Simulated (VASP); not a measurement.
BeSe2: relaxation of cell and atoms with PBE

Crystal: BeSe2.

```
CELL_PARAMETERS angstrom
6.23000 0.00000 0.00000
0.00000 6.23000 0.00000
0.00000 0.00000 6.23000
ATOMIC_POSITIONS crystal
Be 0.50000 0.00000 0.50000
Be 0.00000 0.00000 0.00000
Be 0.50000 0.50000 0.00000
Be 0.00000 0.50000 0.50000
Se 0.61300 0.88700 0.11300
Se 0.38700 0.11300 0.88700
Se 0.61300 0.61300 0.61300
Se 0.38700 0.38700 0.38700
Se 0.88700 0.11300 0.61300
Se 0.11300 0.88700 0.38700
Se 0.11300 0.61300 0.88700
Se 0.88700 0.38700 0.11300
```

```json
{"Program": "VASP 6.6.1", "Task": "relaxation of cell and atoms", "Functional": "PBE", "Potentials or basis": "VASP PAW PBE potentials, release 64 (Be, Se)", "Cutoff": "600 eV", "k mesh": "3 × 3 × 3", "Occupations": "gaussian, width 0.2 eV", "Spin": "no spin polarisation", "Dipole correction": "no", "Further INCAR settings": "ALGO = Normal; EDIFF = 1e-07; IBRION = 2; EDIFFG = -0.08; NSW = 36; ISIF = 3"}
```

- Relaxed volume: 17.46 Å³/atom
- Relaxed cell: a = 5.940 Å, b = 5.940 Å, c = 5.940 Å, α = 90.00°, β = 90.00°, γ = 90.00°
- Space group after relaxing (to 0.05 Å): Pa-3 (No. 205)
- Energy gained by relaxing: 69.6 meV/atom
- Ionic steps: 5
- Pressure after relaxing: 0.2 GPa
- Largest force after relaxing: 0.020 eV/Å
- Band gap on the k mesh: 0.76 eV, direct

Forces on the atoms (eV/Å):
```
Be   0.000  0.000  0.000
Be   0.000  0.000  0.000
Be   0.000  0.000  0.000
Be   0.000  0.000  0.000
Se   0.012 -0.012  0.012
Se  -0.012  0.012 -0.012
Se   0.012  0.012  0.012
Se  -0.012 -0.012 -0.012
Se  -0.012  0.012  0.012
Se   0.012 -0.012 -0.012
Se   0.012  0.012 -0.012
Se  -0.012 -0.012  0.012
```

The path:
| step | energy change (eV) | largest force (eV/Å) | pressure (GPa) | volume (Å³) |
| --- | --- | --- | --- | --- |
| 1 | 0.0000 | 0.0820 | -7.58 | 241.80 |
| 2 | -0.7130 | 0.8597 | 1.47 | 209.96 |
| 3 | -0.7330 | 0.7090 | -0.09 | 213.96 |
| 4 | -0.8341 | 0.0889 | 0.18 | 210.05 |
| 5 | -0.8353 | 0.0201 | 0.23 | 209.56 |

Final structure:
```cif
data_structure
_symmetry_space_group_name_H-M 'P 1'
_symmetry_Int_Tables_number 1
_cell_length_a 5.9398
_cell_length_b 5.9398
_cell_length_c 5.9398
_cell_angle_alpha 90.000
_cell_angle_beta 90.000
_cell_angle_gamma 90.000
_cell_volume 209.56
loop_
_atom_site_label
_atom_site_type_symbol
_atom_site_fract_x
_atom_site_fract_y
_atom_site_fract_z
_atom_site_occupancy
Be1 Be 0.50000 0.00000 0.50000 1
Be2 Be 0.00000 0.00000 0.00000 1
Be3 Be 0.50000 0.50000 0.00000 1
Be4 Be 0.00000 0.50000 0.50000 1
Se1 Se 0.61625 0.88375 0.11625 1
Se2 Se 0.38375 0.11625 0.88375 1
Se3 Se 0.61625 0.61625 0.61625 1
Se4 Se 0.38375 0.38375 0.38375 1
Se5 Se 0.88375 0.11625 0.61625 1
Se6 Se 0.11625 0.88375 0.38375 1
Se7 Se 0.11625 0.61625 0.88375 1
Se8 Se 0.88375 0.38375 0.11625 1
```

Levels at points of the mesh, in eV from the valence-band top:
```
           k point  band 26  band 27  band 28  band 29  band 30  band 31
(0.00, 0.00, 0.00)    -1.05     0.00     0.00     0.76     2.71     2.71
```

Run time: 2.6 min on 1 thread of AMD EPYC 7R13 Processor (Zen 3), on a shared host, peak memory 0.34 GiB.

Caveat: the relaxation stopped at a loose force limit of 0.08 eV/Å, so its end isn't a converged minimum. A hybrid or GW would open this gap; PBE tends to underestimate it.
